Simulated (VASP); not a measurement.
Input of a VASP 6.6.1 run:

Contents of INCAR:

```
SYSTEM = Mg
  PREC = Accurate
  ENCUT = 520
  EDIFF = 1E-6
  ISMEAR = 0
  SIGMA = 0.1
  LREAL = .FALSE.
  LASPH = .TRUE.
  NELM = 100
  ALGO = Normal
  ISIF = 2
  LWAVE = .FALSE.
  LCHARG = .TRUE.
  GGA = PS
  LELF = .TRUE.
  LVHAR = .TRUE.
  NBANDS = 12
```

Contents of KPOINTS:

```
Automatic mesh
0
G
  15 15 4
  0 0 0
```

Contents of POSCAR:

```
Mg
1.0
    3.1123157973      0.0000000000      0.0000000000
   -1.5561578987      2.6953445451      0.0000000000
    0.0000000000      0.0000000000     11.4226791834
Mg
4
Direct
    0.0000000000      0.0000000000      0.0000000000
    0.3333333300      0.6666666700      0.2500000000
    0.0000000000      0.0000000000      0.5000000000
    0.6666666700      0.3333333300      0.7500000000
```

Potentials or basis: VASP PAW PBE potentials, release 64 (Mg).

Command:

```console
$ cat potpaw_PBE.64/Mg/POTCAR > POTCAR
$ mpirun -np 1 vasp_std > vasp.out
```

Question: Predict the band gap on the k mesh.

Answer: Zero (bands 4 and 5 overlap by 3.21 eV).

Question: Estimate the pressure.

Answer: -1.4 GPa.

Stress tensor (GPa, compression positive):
```
 0.08  0.00  0.00
 0.00  0.08  0.00
 0.00  0.00 -4.33
```

Caveat: the cell differs from its parent crystal (Cd replaced by Mg, lengths x 0.987, strained); the PAW data sets were made with another functional, which shifts forces and pressure a little.
